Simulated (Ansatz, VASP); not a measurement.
## One calculation of MgS, two programs

INCAR

```
ALGO = Normal
EDIFF = 1E-6
ENCUT = 600
GGA = RE
GGA_COMPAT = F
ISIF = 2
ISMEAR = 0
LASPH = T
LCHARG = F
LREAL = F
LWAVE = F
NBANDS = 11
NELM = 120
PREC = Accurate
SIGMA = 0.05
```

Contents of KPOINTS:

```
k-points
0
Gamma
  8 8 8
```

POSCAR

```
MgS
1.0
    0.0000000000      2.5995693157      2.5995693157
    2.5995693157      0.0000000000      2.5995693157
    2.5995693157      2.5995693157      0.0000000000
Mg S
1 1
Direct
    0.0000000000      0.0000000000      0.0000000000
    0.5000000000      0.5000000000      0.5000000000
```

Input for Ansatz:

```yaml
crystal:
  lattice:
    - [0.0, 2.5995693157, 2.5995693157]
    - [2.5995693157, 0.0, 2.5995693157]
    - [2.5995693157, 2.5995693157, 0.0]
  atoms:
    - { symbol: Mg, position: [0.0, 0.0, 0.0] }
    - { symbol: S, position: [0.5, 0.5, 0.5] }
basis:
  ecutwfc: 420
  ecutrho_ratio: 4
kpoints:
  mp_grid: { grid: [8, 8, 8] }
hamiltonian:
  xc: revpbe
scf:
  occupations: { method: gaussian, width: 0.05 }
output:
  forces: true
  stress: true
  eigenvalues: true
```

Alike in both runs: task single point; functional revPBE; k mesh 8 × 8 × 8; occupations gaussian, width 0.05 eV; no spin polarisation.

|  | VASP | Ansatz |
| --- | --- | --- |
| version | VASP 6.6.1 | Ansatz 0.2.0 |
| potentials or method | VASP PAW PBE potentials, release 64 (Mg, S), cutoff 600 eV | scalar-relativistic, plane waves, PAW |
| valence electrons in the cell | 8 | 16 |

```csv
,VASP,Ansatz,Ansatz less VASP
gap on the k mesh at the Fermi level (eV),2.90,2.92,+0.026
least direct gap on the mesh (eV),3.85,3.87,+0.018
pressure (GPa),2.7,3.1,+0.36
```

VASP's potentials were made for PBE, not for revPBE. The functional is the same, so the differences come from potentials, cutoffs and numerics. VASP's potentials hold 8 valence electrons a cell and Ansatz's 16, so a difference there can come from the potentials and not from the codes.
